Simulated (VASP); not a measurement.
# InAs (F-43m) in VASP: single point with HSE06

Aim: the single point of InAs with HSE06.

Program: VASP 6.6.1. These are calculated values, not measurements. Logs are shortened: lines on timing, memory, paths and dates and some standing lists are left out, and cuts for length are marked.

## 1. The cell of the first run

The structure is cubic, space group F-43m (No. 216). Conventional cell: a = 6.422 Å, b = 6.422 Å, c = 6.422 Å, α = 90.00°, β = 90.00°, γ = 90.00°. In (site symmetry -43m) has 4 As at 2.78 Å within 3.7 Å. Within 3.7 Å of As (site symmetry -43m) lie 4 In at 2.78 Å.

## 2. Single point, HSE06 (strain +5.1%)

The input, POSCAR:

```
InAs
1.0
    0.0000000000      3.2109866824      3.2109866824
    3.2109866824      0.0000000000      3.2109866824
    3.2109866824      3.2109866824      0.0000000000
In As
1 1
Direct
    0.0000000000      0.0000000000      0.0000000000
    0.2500000000      0.2500000000      0.2500000000
```

The input, INCAR.step1:

```
SYSTEM = InAs
ALGO = Normal
EDIFF = 1E-5
ENCUT = 520
GGA = PE
ISIF = 2
ISMEAR = -1
LASPH = .True.
LCHARG = .False.
LREAL = .False.
LWAVE = .True.
NBANDS = 16
NELM = 100
PREC = Accurate
SIGMA = 0.02
```

The input, INCAR.step2:

```
SYSTEM = InAs
ALGO = Normal
EDIFF = 1E-7
ENCUT = 520
GGA = PE
HFSCREEN = 0.2079
ISIF = 2
ISMEAR = -1
ISTART = 1
LASPH = .True.
LCHARG = .False.
LHFCALC = .True.
LREAL = .False.
LWAVE = .False.
NBANDS = 16
NELM = 100
PREC = Accurate
PRECFOCK = Normal
SIGMA = 0.02
```

The input, KPOINTS:

```
k-points
0
Gamma
  6 6 6
  0 0 0
```

Potentials or basis: VASP PAW PBE potentials, release 64 (In_d, As).

The run is started by

```console
$ cat potpaw_PBE.64/In_d/POTCAR potpaw_PBE.64/As/POTCAR > POTCAR
$ cp INCAR.step1 INCAR
$ mpirun -np 1 vasp_std > vasp.out
$ cp INCAR.step2 INCAR
$ mpirun -np 1 vasp_std > vasp.out
```

OUTCAR:

```text
SYSTEM = InAs
   EDIFF = 1E-7
   ENCUT = 520
   GGA = PE
   HFSCREEN = 0.2079
   ISIF = 2
   ISMEAR = -1
   ISTART = 1
   LASPH = .True.
   LHFCALC = .True.
   LREAL = .False.
   NELM = 100
   PREC = Accurate
   PRECFOCK = Normal

 ion  position               nearest neighbor table
   1  0.000  0.000  0.000-   2 2.78   2 2.78   2 2.78   2 2.78
   2  0.250  0.250  0.250-   1 2.78   1 2.78   1 2.78   1 2.78

  LATTYP: Found a face centered cubic cell.
 ALAT       =     6.4219733648

  Lattice vectors:

 A1 = (   0.0000000000,   3.2109866824,   3.2109866824)
 A2 = (   3.2109866824,   0.0000000000,   3.2109866824)
 A3 = (   3.2109866824,   3.2109866824,   0.0000000000)

Analysis of symmetry for initial positions (statically):
=====================================================================
 Subroutine PRICEL returns:
 Original cell was already a primitive cell.

 Routine SETGRP: Setting up the symmetry group for a
 face centered cubic supercell.

 Subroutine GETGRP returns: Found 24 space group operations
 (whereof 24 operations were pure point group operations)
 out of a pool of 48 trial point group operations.

The static configuration has the point symmetry T_d .

Analysis of symmetry for dynamics (positions and initial velocities):
=====================================================================
 Subroutine PRICEL returns:
 Original cell was already a primitive cell.

 Routine SETGRP: Setting up the symmetry group for a
 face centered cubic supercell.

 Subroutine GETGRP returns: Found 24 space group operations
 (whereof 24 operations were pure point group operations)
 out of a pool of 48 trial point group operations.

The dynamic configuration has the point symmetry T_d .

 Subroutine INISYM returns: Found 24 space group operations
 (whereof 24 operations are pure point group operations),
 and found     1 'primitive' translations

----------------------------------------------------------------------------------------

                                     Primitive cell

  volume of cell :      66.2133

  direct lattice vectors                    reciprocal lattice vectors
     0.000000000  3.210986682  3.210986682    -0.155715376  0.155715376  0.155715376
     3.210986682  0.000000000  3.210986682     0.155715376 -0.155715376  0.155715376
     3.210986682  3.210986682  0.000000000     0.155715376  0.155715376 -0.155715376

  length of vectors
     4.541020915  4.541020915  4.541020915     0.269706944  0.269706944  0.269706944

  position of ions in fractional coordinates (direct lattice)
     0.000000000  0.000000000  0.000000000
     0.250000000  0.250000000  0.250000000

  ion indices of the primitive-cell ions
   primitive index   ion index
                 1           1
                 2           2

----------------------------------------------------------------------------------------

 KPOINTS: k-points

Automatic generation of k-mesh.
 Grid dimensions read from file:
 generate k-points for:    6    6    6

 Generating k-lattice:

  Cartesian coordinates                     Fractional coordinates (reciprocal lattice)
    -0.025952563  0.025952563  0.025952563     0.166666667  0.000000000  0.000000000
     0.025952563 -0.025952563  0.025952563     0.000000000  0.166666667  0.000000000
     0.025952563  0.025952563 -0.025952563     0.000000000  0.000000000  0.166666667

  Length of vectors
     0.044951157  0.044951157  0.044951157

  Shift w.r.t. Gamma in fractional coordinates (k-lattice)
     0.000000000  0.000000000  0.000000000

 Subroutine IBZKPT returns following result:
 ===========================================

 Found     16 irreducible k-points:

 Following reciprocal coordinates:
            Coordinates               Weight
  0.000000  0.000000  0.000000      1.000000
  0.166667  0.000000  0.000000      8.000000
  0.333333  0.000000  0.000000      8.000000
  0.500000  0.000000  0.000000      4.000000
  0.166667  0.166667  0.000000      6.000000
  0.333333  0.166667  0.000000     24.000000
[... 8 lines left out ...]
 -0.333333  0.333333  0.166667     24.000000
 -0.333333  0.500000  0.166667     12.000000
   k-points           NKPTS =     16   k-points in BZ     NKDIM =    216   number of bands    NBANDS=     16
   number of dos      NEDOS =    301   number of ions     NIONS =      2
   total plane-waves  NPLWV =  46656
   dimension x,y,z NGX =    36 NGY =   36 NGZ =   36
   dimension x,y,z NGXF=    72 NGYF=   72 NGZF=   72
   ions per type =               1   1
   NGX,Y,Z   is equivalent  to a cutoff of  13.18, 13.18, 13.18 a.u.
   NGXF,Y,Z  is equivalent  to a cutoff of  26.36, 26.36, 26.36 a.u.
 SYSTEM =  InAs
   PREC   = accura    normal or accurate (medium, high low for compatibility)
   ISTART =      1    job   : 0-new  1-cont  2-samecut
   ICHARG =      0    charge: 1-file 2-atom 10-const
   ISPIN  =      1    spin polarized calculation?
   LNONCOLLINEAR =      F non collinear calculations
   LSORBIT =      F    spin-orbit coupling
   LASPH  =      T    aspherical Exc in radial PAW
   ENCUT  =  520.0 eV  38.22 Ry    6.18 a.u.   8.44  8.44  8.44*2*pi/ulx,y,z
   NELM   =    100;   NELMIN=  2; NELMDL=  0     # of ELM steps
   EDIFF  = 0.1E-06   stopping-criterion for ELM
   LREAL  =      F    real-space projection
   EDIFFG = 0.1E-05   stopping-criterion for IOM
   NSW    =      0    number of steps for IOM
   IBRION =     -1    ionic relax: 0-MD 1-quasi-New 2-CG
   NFREE  =      0    steps in history (QN), initial steepest desc. (CG)
   ISIF   =      2    stress and relaxation
   ISYM   =      3    0-nonsym 1-usesym 2-fastsym
   POTIM  = 0.5000    time-step for ionic-motion
   TEBEG  =    0.0;   TEEND  =   0.0 temperature during run
   PSTRESS=    0.0 pullay stress
   NELECT =      18.0000    total number of electrons
   NUPDOWN=      -1.0000    fix difference up-down
   EMIN   =  10.00;   EMAX   =-10.00  energy-range for DOS
   EFERMI =   0.00;   METHOD = LEGACY
   ISMEAR =    -1;   SIGMA  =   0.02  broadening in eV -4-tet -1-fermi 0-gaus
   EFERMI_NEDOS =   21; number of points for ismear=-14 and -15
   IALGO  =     38    algorithm
   IMIX   =      1    mixing-type and parameters
     AMIX     =   0.40;   BMIX     =  1.00
     AMIX_MAG =   1.60;   BMIX_MAG =  1.00
  volume/ion in A,a.u.               =      33.11       223.41
  Fermi-wavevector in a.u.,A,eV,Ry     =   1.060516  2.004084 15.302389  1.124694
  Thomas-Fermi vector in A             =   2.195900
   LORBIT       =      0    0 simple, 1 ext, 2 COOP (PROOUT), +10 PAW based schemes
   GGA     = PE    functional components
   LHFCALC =     T    Hartree Fock is set to
   PRECFOCK=normal    Normal, Fast or Accurate (Low or Medium for compatibility)
   ENCUT4O =  -1.0   cutoff for four orbital integrals eV
   NKREDX  =     1    reduce k-point grid by
   NKREDY  =     1    reduce k-point grid by
   NKREDZ  =     1    reduce k-point grid by
   AEXX    =    0.2500 exact exchange contribution
   HFSCREEN=    0.2079 screening length (either q_TF or 0.3 A-1)
   HFSCREENC=   0.2079 screening length for correlation (either q_TF or 0.3 A-1)
   ENCUTFOCK=  -1.0 apply spherical cutoff to Coloumb kernel
   IVDW    =     0    specifies the selected vdW correction
   LEPSILON=     F    determine dielectric tensor
   LRPA    =     F    only Hartree local field effects (RPA)
 non-spin polarized calculation
  energy-cutoff  :      520.00
  volume of cell :       66.21
 maximum number of plane-waves:      1807
 NGX is ok and might be reduce to    36
  NGX = 28; NGY = 28; NGZ = 28

 number of electron      18.0000001 magnetization

 Free energy of the ion-electron system (eV)
  ---------------------------------------------------
  ext. energy  EPLUGINS =         0.00000000
  ---------------------------------------------------
  free energy    TOTEN  =        -9.01115503 eV

  energy without entropy =       -9.01080134  energy(sigma->0) =       -9.01097819

 E-fermi :   2.5049     XC(G=0):  -6.9796

 val. band max:        2.4910371603   @ k =   0.0000   0.0000   0.0000
 cond. band min:       3.6662905128   @ k =   0.5000   0.0000   0.0000
 fundamental gap:      1.1752533525
 Fermi energy:         2.5049007088

 k-point     1 :       0.0000    0.0000    0.0000
  band No.  band energies     occupation
      1     -13.4490      2.00000
      2     -13.4490      2.00000
      3     -13.4490      2.00000
      4     -13.3761      2.00000
      5     -13.3761      2.00000
      6      -9.4775      2.00000
[... 8 lines left out ...]
     15      12.5573      0.00000
     16      12.5573      0.00000

 k-point     2 :       0.1667    0.0000    0.0000
  band No.  band energies     occupation
      1     -13.4621      2.00000
      2     -13.4439      2.00000
      3     -13.4439      2.00000
      4     -13.3760      2.00000
      5     -13.3760      2.00000
      6      -9.2567      2.00000
[... 8 lines left out ...]
     15      11.6235      0.00000
     16      11.6235      0.00000

 k-point     3 :       0.3333    0.0000    0.0000
  band No.  band energies     occupation
      1     -13.4876      2.00000
      2     -13.4353      2.00000
      3     -13.4353      2.00000
      4     -13.3743      2.00000
      5     -13.3743      2.00000
      6      -8.7232      2.00000
[... 8 lines left out ...]
     15      12.0134      0.00000
     16      12.0134      0.00000

 k-point     4 :       0.5000    0.0000    0.0000
  band No.  band energies     occupation
      1     -13.5001      2.00000
      2     -13.4320      2.00000
      3     -13.4320      2.00000
      4     -13.3724      2.00000
      5     -13.3724      2.00000
      6      -8.3814      2.00000
[... 8 lines left out ...]
     15      13.5276      0.00000
     16      13.5276      0.00000

 k-point     5 :       0.1667    0.1667    0.0000
  band No.  band energies     occupation
      1     -13.4721      2.00000
      2     -13.4388      2.00000
      3     -13.4388      2.00000
      4     -13.3796      2.00000
      5     -13.3733      2.00000
      6      -9.1825      2.00000
[... 8 lines left out ...]
     15      11.9901      0.00000
     16      12.8701      0.00000

 k-point     6 :       0.3333    0.1667    0.0000
  band No.  band energies     occupation
      1     -13.4933      2.00000
      2     -13.4311      2.00000
      3     -13.4292      2.00000
      4     -13.3813      2.00000
      5     -13.3710      2.00000
      6      -8.7445      2.00000
[... 8 lines left out ...]
     15      12.8431      0.00000
     16      13.0224      0.00000
[... 115 lines left out ...]
 k-point    13 :       0.5000    0.5000    0.0000
  band No.  band energies     occupation
      1     -13.5345      2.00000
      2     -13.4073      2.00000
      3     -13.4073      2.00000
      4     -13.3928      2.00000
      5     -13.3647      2.00000
      6      -7.9713      2.00000
[... 8 lines left out ...]
     15      14.2346      0.00000
     16      14.5405      0.00000

 k-point    14 :       0.5000    0.3333    0.1667
  band No.  band energies     occupation
      1     -13.5095      2.00000
      2     -13.4257      2.00000
      3     -13.4195      2.00000
      4     -13.3826      2.00000
      5     -13.3703      2.00000
      6      -8.3233      2.00000
[... 8 lines left out ...]
     15      13.1738      0.00000
     16      14.4127      0.00000

 k-point    15 :      -0.3333    0.3333    0.1667
  band No.  band energies     occupation
      1     -13.5153      2.00000
      2     -13.4253      2.00000
      3     -13.4150      2.00000
      4     -13.3809      2.00000
      5     -13.3720      2.00000
      6      -8.0692      2.00000
[... 8 lines left out ...]
     15      13.4985      0.00000
     16      14.2528      0.00000

 k-point    16 :      -0.3333    0.5000    0.1667
  band No.  band energies     occupation
      1     -13.5247      2.00000
      2     -13.4188      2.00000
      3     -13.4090      2.00000
      4     -13.3863      2.00000
      5     -13.3691      2.00000
      6      -7.9540      2.00000
[... 8 lines left out ...]
     15      14.1095      0.00000
     16      14.4472      0.00000

------------------------ aborting loop because EDIFF is reached ----------------------------------------

  FORCE on cell =-STRESS in cart. coord.  units (eV):
  Direction    XX          YY          ZZ          XY          YZ          ZX
  --------------------------------------------------------------------------------------
  -------------------------------------------------------------------------------------
  Total       -2.5387476     -2.5387476     -2.5387476     -0.0000000      0.0000000      0.0000000
  in kB      -61.4305785    -61.4305785    -61.4305785     -0.0000000      0.0000000      0.0000000
  external PRESSURE =     -61.4305785 kB  Pullay stress =       0.0000000 kB

 VOLUME and BASIS-vectors are now :
 -----------------------------------------------------------------------------
  energy-cutoff  :      520.00
  volume of cell :       66.21
      direct lattice vectors                 reciprocal lattice vectors
     0.000000000  3.210986682  3.210986682    -0.155715376  0.155715376  0.155715376
     3.210986682  0.000000000  3.210986682     0.155715376 -0.155715376  0.155715376
     3.210986682  3.210986682  0.000000000     0.155715376  0.155715376 -0.155715376

 POSITION                                       TOTAL-FORCE (eV/Angst)
 -----------------------------------------------------------------------------------
      0.00000      0.00000      0.00000        -0.000000     -0.000000     -0.000000
      1.60549      1.60549      1.60549         0.000000      0.000000      0.000000
 -----------------------------------------------------------------------------------
    total drift:                                0.000005      0.000006      0.000004

  FREE ENERGIE OF THE ION-ELECTRON SYSTEM (eV)
  ---------------------------------------------------
  free  energy   TOTEN  =        -9.0111550328 eV

  energy  without entropy=       -9.0108013441  energy(sigma->0) =       -9.01097819
```

Wall time 69 min (1 thread of Oxide Virtual Turin-like, shared host); peak memory 0.32 GiB.

What came out:

| Item | Value |
| --- | --- |
| Free energy | -9.0112 eV |
| Pressure | -6.1 GPa |
| Band gap on the k mesh | zero (filled and empty bands touch) |

Levels at points of the mesh, in eV from the Fermi level:
```csv
k point,band 6,band 7,band 8,band 9,band 10,band 11,band 12,band 13
"(0.00, 0.00, 0.00)",-11.98,-0.56,-0.01,-0.01,-0.01,4.50,4.50,4.50
"(0.50, 0.00, 0.00)",-10.89,-5.42,-0.84,-0.84,1.16,5.26,5.26,7.30
"(0.50, 0.50, 0.00)",-10.48,-5.61,-1.97,-1.97,2.32,2.56,9.07,9.15
```

Caveat: the cell differs from its parent crystal (strain +5.1%); the cell stands under tension; the PAW data sets were made with another functional, which shifts forces and pressure a little; spin-orbit coupling is left out, which moves the levels of the heavy elements.

The gap in the log of VASP goes by the Fermi energy; the results here count the filled bands.